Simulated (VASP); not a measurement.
**O: single point with PBEsol**

Crystal: O.

```
O
1.0
     0.00000    1.54560    4.70364
     1.55090    0.00000    4.70364
     1.55090    1.54560    0.00000
O
2
Direct
  0.06751 0.06751 0.93249
  0.93249 0.93249 0.06751
```

```json
{
  "Program": "VASP 6.6.1",
  "Task": "single point",
  "Functional": "PBEsol",
  "Potentials or basis": "VASP PAW PBE potentials, release 64 (O)",
  "Cutoff": "600 eV",
  "k mesh": "22 × 22 × 22",
  "Occupations": "gaussian, width 0.15 eV",
  "Spin": "no spin polarisation"
}
```

```
Pressure               : 0.4 GPa
Largest force          : 3.168 eV/Å
Band gap on the k mesh : zero (bands 6 and 7 overlap by 3.70 eV)
```

Forces in eV/Å, atoms in the order of the input:
```
O    0.000  0.000 -3.168
O    0.000  0.000  3.168
```

Stress tensor (GPa, compression positive):
```
 15.22   0.00   0.00
  0.00  15.18   0.00
  0.00   0.00 -29.24
```

Levels at points of the mesh, in eV from the Fermi level:
```
           k point  band 4  band 5  band 6  band 7  band 8  band 9
(0.00, 0.00, 0.00)   -3.35   -3.34    2.07    2.08    7.72    8.43
(0.50, 0.00, 0.00)   -6.70   -2.98   -2.68    2.58    8.26   14.01
(0.50, 0.50, 0.00)   -3.35   -3.34    2.08    2.09    4.77   11.90
(0.50, 0.00, 0.50)   -7.98   -5.59   -1.66   -1.58    9.34   11.67
(0.00, 0.50, 0.50)   -7.96   -5.59   -1.63   -1.61    9.34   11.67
```

Wall time 6.1 min on 1 thread of AMD EPYC 9R45 96-Core Processor (Zen 5), with other jobs on the host, peak memory 0.47 GiB.

Caveat: spin is off for a triplet molecule; the stress differs along the axes, from -29 to 15 GPa; this functional lacks dispersion, which holds the molecules together, so the pressure and a relaxed volume are unreliable; the PAW data sets were made with another functional, which shifts forces and pressure a little.
